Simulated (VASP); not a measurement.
# MgSi (P4/mmm) in VASP: single point with LDA

Aim: the single point of MgSi with LDA.

Program: VASP 6.6.1. These are calculated values, not measurements. Logs are shortened: lines on timing, memory, paths and dates and some standing lists are left out, and cuts for length are marked.

## 1. The cell of the first run

It takes space group P4/mmm (No. 123, tetragonal). Conventional cell: a = 2.886 Å, b = 2.886 Å, c = 3.969 Å, α = 90.00°, β = 90.00°, γ = 90.00°. Within 3.8 Å of Mg (site symmetry 4/mmm) lie 8 Si at 2.85 Å and 4 Mg at 2.89 Å. Within 3.8 Å of Si (site symmetry 4/mmm) lie 8 Mg at 2.85 Å and 4 Si at 2.89 Å.

## 2. Single point, LDA

INCAR reads:

```
SYSTEM = MgSi
  ALGO = Normal
  EDIFF = 1E-7
  ENCUT = 520
  GGA = CA
  ISIF = 2
  ISMEAR = -1
  LASPH = .True.
  LCHARG = .False.
  LREAL = .False.
  LWAVE = .False.
  NBANDS = 10
  NELM = 60
  PREC = Accurate
  SIGMA = 0.08
```

KPOINTS reads:

```
k-points
0
Gamma
  12 12 10
  0 0 0
```

POSCAR reads:

```
MgSi
1.0
    2.8864919444      0.0000000000      0.0000000000
    0.0000000000      2.8864919444      0.0000000000
    0.0000000000      0.0000000000      3.9690552815
Mg Si
1 1
Direct
    0.0000000000      0.0000000000      0.0000000000
    0.5000000000      0.5000000000      0.5000000000
```

Potentials or basis: VASP PAW LDA potentials, release 64 (Mg, Si).

Command:

```bash
$ cat potpaw_LDA.64/Mg/POTCAR potpaw_LDA.64/Si/POTCAR > POTCAR
$ mpirun -np 1 vasp_std > vasp.out
```

OUTCAR:

```text
SYSTEM = MgSi
   EDIFF = 1E-7
   ENCUT = 520
   GGA = CA
   ISIF = 2
   ISMEAR = -1
   LASPH = .True.
   LREAL = .False.
   NELM = 60
   PREC = Accurate

 ion  position               nearest neighbor table
   1  0.000  0.000  0.000-   2 2.85   2 2.85   2 2.85   2 2.85   2 2.85   2 2.85   2 2.85   2 2.85

   2  0.500  0.500  0.500-   1 2.85   1 2.85   1 2.85   1 2.85   1 2.85   1 2.85   1 2.85   1 2.85

  LATTYP: Found a simple tetragonal cell.
 ALAT       =     2.8864919444
 C/A-ratio  =     1.3750446417

  Lattice vectors:

 A1 = (   2.8864919444,   0.0000000000,   0.0000000000)
 A2 = (   0.0000000000,   2.8864919444,   0.0000000000)
 A3 = (   0.0000000000,   0.0000000000,   3.9690552815)

Analysis of symmetry for initial positions (statically):
=====================================================================
 Subroutine PRICEL returns:
 Original cell was already a primitive cell.

 Routine SETGRP: Setting up the symmetry group for a
 simple tetragonal supercell.

 Subroutine GETGRP returns: Found 16 space group operations
 (whereof 16 operations were pure point group operations)
 out of a pool of 16 trial point group operations.

The static configuration has the point symmetry D_4h.

Analysis of symmetry for dynamics (positions and initial velocities):
=====================================================================
 Subroutine PRICEL returns:
 Original cell was already a primitive cell.

 Routine SETGRP: Setting up the symmetry group for a
 simple tetragonal supercell.

 Subroutine GETGRP returns: Found 16 space group operations
 (whereof 16 operations were pure point group operations)
 out of a pool of 16 trial point group operations.

The dynamic configuration has the point symmetry D_4h.

 Subroutine INISYM returns: Found 16 space group operations
 (whereof 16 operations are pure point group operations),
 and found     1 'primitive' translations

----------------------------------------------------------------------------------------

                                     Primitive cell

  volume of cell :      33.0695

  direct lattice vectors                    reciprocal lattice vectors
     2.886491944  0.000000000  0.000000000     0.346441292  0.000000000  0.000000000
     0.000000000  2.886491944  0.000000000     0.000000000  0.346441292  0.000000000
     0.000000000  0.000000000  3.969055282     0.000000000  0.000000000  0.251949124

  length of vectors
     2.886491944  2.886491944  3.969055282     0.346441292  0.346441292  0.251949124

  position of ions in fractional coordinates (direct lattice)
     0.000000000  0.000000000  0.000000000
     0.500000000  0.500000000  0.500000000

  ion indices of the primitive-cell ions
   primitive index   ion index
                 1           1
                 2           2

----------------------------------------------------------------------------------------

 KPOINTS: k-points

Automatic generation of k-mesh.
 Grid dimensions read from file:
 generate k-points for:   12   12   10

 Generating k-lattice:

  Cartesian coordinates                     Fractional coordinates (reciprocal lattice)
     0.028870108  0.000000000  0.000000000     0.083333333  0.000000000  0.000000000
     0.000000000  0.028870108  0.000000000     0.000000000  0.083333333  0.000000000
     0.000000000  0.000000000  0.025194912     0.000000000  0.000000000  0.100000000

  Length of vectors
     0.028870108  0.028870108  0.025194912

  Shift w.r.t. Gamma in fractional coordinates (k-lattice)
     0.000000000  0.000000000  0.000000000

 Subroutine IBZKPT returns following result:
 ===========================================

 Found    168 irreducible k-points:

 Following reciprocal coordinates:
            Coordinates               Weight
  0.000000  0.000000  0.000000      1.000000
  0.083333  0.000000  0.000000      4.000000
  0.166667  0.000000  0.000000      4.000000
  0.250000  0.000000  0.000000      4.000000
  0.333333  0.000000  0.000000      4.000000
  0.416667  0.000000  0.000000      4.000000
[... 16 lines left out ...]
  0.333333  0.333333  0.000000      4.000000
  0.416667  0.333333  0.000000      8.000000
 [... further k-points ...]
   k-points           NKPTS =    168   k-points in BZ     NKDIM =    168   number of bands    NBANDS=     10
   number of dos      NEDOS =    301   number of ions     NIONS =      2
   total plane-waves  NPLWV =  17280
   dimension x,y,z NGX =    24 NGY =   24 NGZ =   30
   dimension x,y,z NGXF=    48 NGYF=   48 NGZF=   60
   ions per type =               1   1
   NGX,Y,Z   is equivalent  to a cutoff of  13.82, 13.82, 12.57 a.u.
   NGXF,Y,Z  is equivalent  to a cutoff of  27.65, 27.65, 25.13 a.u.
 SYSTEM =  MgSi
   PREC   = accura    normal or accurate (medium, high low for compatibility)
   ISTART =      0    job   : 0-new  1-cont  2-samecut
   ICHARG =      2    charge: 1-file 2-atom 10-const
   ISPIN  =      1    spin polarized calculation?
   LNONCOLLINEAR =      F non collinear calculations
   LSORBIT =      F    spin-orbit coupling
   LASPH  =      T    aspherical Exc in radial PAW
   ENCUT  =  520.0 eV  38.22 Ry    6.18 a.u.   5.37  5.37  7.38*2*pi/ulx,y,z
   NELM   =     60;   NELMIN=  2; NELMDL= -5     # of ELM steps
   EDIFF  = 0.1E-06   stopping-criterion for ELM
   LREAL  =      F    real-space projection
   EDIFFG = 0.1E-05   stopping-criterion for IOM
   NSW    =      0    number of steps for IOM
   IBRION =     -1    ionic relax: 0-MD 1-quasi-New 2-CG
   NFREE  =      0    steps in history (QN), initial steepest desc. (CG)
   ISIF   =      2    stress and relaxation
   ISYM   =      2    0-nonsym 1-usesym 2-fastsym
   POTIM  = 0.5000    time-step for ionic-motion
   TEBEG  =    0.0;   TEEND  =   0.0 temperature during run
   PSTRESS=    0.0 pullay stress
   NELECT =       6.0000    total number of electrons
   NUPDOWN=      -1.0000    fix difference up-down
   EMIN   =  10.00;   EMAX   =-10.00  energy-range for DOS
   EFERMI =   0.00;   METHOD = LEGACY
   ISMEAR =    -1;   SIGMA  =   0.08  broadening in eV -4-tet -1-fermi 0-gaus
   EFERMI_NEDOS =   21; number of points for ismear=-14 and -15
   IALGO  =     38    algorithm
   IMIX   =      4    mixing-type and parameters
     AMIX     =   0.40;   BMIX     =  1.00
     AMIX_MAG =   1.60;   BMIX_MAG =  1.00
  volume/ion in A,a.u.               =      16.53       111.58
  Fermi-wavevector in a.u.,A,eV,Ry     =   0.926793  1.751384 11.686654  0.858945
  Thomas-Fermi vector in A             =   2.052793
   LORBIT       =      0    0 simple, 1 ext, 2 COOP (PROOUT), +10 PAW based schemes
   GGA     = CA    functional components
   LHFCALC =     F    Hartree Fock is set to
   AEXX    =    0.0000 exact exchange contribution
   IVDW    =     0    specifies the selected vdW correction
   LEPSILON=     F    determine dielectric tensor
   LRPA    =     F    only Hartree local field effects (RPA)
 non-spin polarized calculation
  energy-cutoff  :      520.00
  volume of cell :       33.07
 maximum number of plane-waves:       908
 NGX is ok and might be reduce to    24
   NGX = 11   NGY = 11   NGZ = 15

 number of electron       6.0000000 magnetization

 Free energy of the ion-electron system (eV)
  ---------------------------------------------------
  ext. energy  EPLUGINS =         0.00000000
  ---------------------------------------------------
  free energy    TOTEN  =        -7.72279981 eV

  energy without entropy =       -7.71042821  energy(sigma->0) =       -7.71661401

 E-fermi :   6.4198     XC(G=0): -10.2475

 val. band max:        6.3668579351   @ k =   0.4167   0.1667   0.4000
 cond. band min:       6.4223692576   @ k =   0.5000   0.1667   0.3000
 fundamental gap:      0.0555113225
 Fermi energy:         6.4198498484

 k-point     1 :       0.0000    0.0000    0.0000
  band No.  band energies     occupation
      1      -5.0563      2.00000
      2       3.7835      2.00000
      3       5.7916      1.99922
      4      10.7194      0.00000
      5      10.7194      0.00000
      6      11.7429      0.00000
      7      14.8388      0.00000
      8      19.0691      0.00000
      9      19.0691      0.00000
     10      19.7602      0.00000

 k-point     2 :       0.0833    0.0000    0.0000
  band No.  band energies     occupation
      1      -4.9375      2.00000
      2       3.8868      2.00000
      3       5.9101      1.99659
      4       8.9910      0.00000
      5      10.8122      0.00000
      6      12.8128      0.00000
      7      15.7285      0.00000
      8      17.5120      0.00000
      9      18.7614      0.00000
     10      19.1824      0.00000

 k-point     3 :       0.1667    0.0000    0.0000
  band No.  band energies     occupation
      1      -4.5827      2.00000
      2       4.1941      2.00000
      3       6.2281      1.83327
      4       6.8320      0.01151
      5      11.0865      0.00000
      6      13.5420      0.00000
      7      15.3621      0.00000
      8      16.6050      0.00000
      9      18.4823      0.00000
     10      19.5196      0.00000

 k-point     4 :       0.2500    0.0000    0.0000
  band No.  band energies     occupation
      1      -3.9986      2.00000
      2       4.6778      2.00000
      3       4.6955      2.00000
      4       6.8874      0.00577
      5      11.5264      0.00000
      6      13.3436      0.00000
      7      14.1774      0.00000
      8      15.0746      0.00000
      9      20.0570      0.00000
     10      20.0709      0.00000
[... 222 lines left out ...]
 k-point    22 :       0.5000    0.2500    0.0000
  band No.  band energies     occupation
      1      -0.5954      2.00000
      2       1.3295      2.00000
      3       7.4392      0.00001
      4       7.6308      0.00000
      5      10.3634      0.00000
      6      10.4483      0.00000
      7      10.5576      0.00000
      8      11.8472      0.00000
      9      16.1191      0.00000
     10      18.0041      0.00000

 k-point    23 :       0.3333    0.3333    0.0000
  band No.  band energies     occupation
      1      -1.3749      2.00000
      2       4.0853      2.00000
      3       4.9725      2.00000
      4       6.9757      0.00192
      5       9.5228      0.00000
      6      10.8291      0.00000
      7      13.1244      0.00000
      8      13.1948      0.00000
      9      13.8980      0.00000
     10      16.4036      0.00000

 k-point    24 :       0.4167    0.3333    0.0000
  band No.  band energies     occupation
      1      -0.4419      2.00000
      2       2.8706      2.00000
      3       5.3817      2.00000
      4       7.7270      0.00000
      5       9.3899      0.00000
      6      10.4443      0.00000
      7      11.7365      0.00000
      8      13.1244      0.00000
      9      13.8956      0.00000
     10      16.2075      0.00000

 [... further k-points ...]
[... 5 lines left out ...]
  --------------------------------------------------------------------------------------
  -------------------------------------------------------------------------------------
  Total       -0.0796678     -0.0796678     -0.0795234      0.0000000      0.0000000      0.0000000
  in kB       -3.8598057     -3.8598057     -3.8528120      0.0000000      0.0000000      0.0000000
  external PRESSURE =      -3.8574745 kB  Pullay stress =       0.0000000 kB

 VOLUME and BASIS-vectors are now :
 -----------------------------------------------------------------------------
  energy-cutoff  :      520.00
  volume of cell :       33.07
      direct lattice vectors                 reciprocal lattice vectors
     2.886491944  0.000000000  0.000000000     0.346441292  0.000000000  0.000000000
     0.000000000  2.886491944  0.000000000     0.000000000  0.346441292  0.000000000
     0.000000000  0.000000000  3.969055282     0.000000000  0.000000000  0.251949124

 POSITION                                       TOTAL-FORCE (eV/Angst)
 -----------------------------------------------------------------------------------
      0.00000      0.00000      0.00000         0.000000      0.000000      0.000000
      1.44325      1.44325      1.98453         0.000000      0.000000      0.000000
 -----------------------------------------------------------------------------------
    total drift:                               -0.000000     -0.000000     -0.000000

  FREE ENERGIE OF THE ION-ELECTRON SYSTEM (eV)
  ---------------------------------------------------
  free  energy   TOTEN  =        -7.7227998123 eV

  energy  without entropy=       -7.7104282121  energy(sigma->0) =       -7.71661401
```

It took 21 s on 1 thread of Intel Xeon Platinum 8259CL at 2.50GHz (Skylake/Cascade Lake), shared host; peak memory 0.18 GiB.

Results:

```
Free energy            : -7.7228 eV
Pressure               : -0.4 GPa
Band gap on the k mesh : zero (band 3 reaches 11.27 eV, above the bottom of band 4 at 4.82 eV)
```
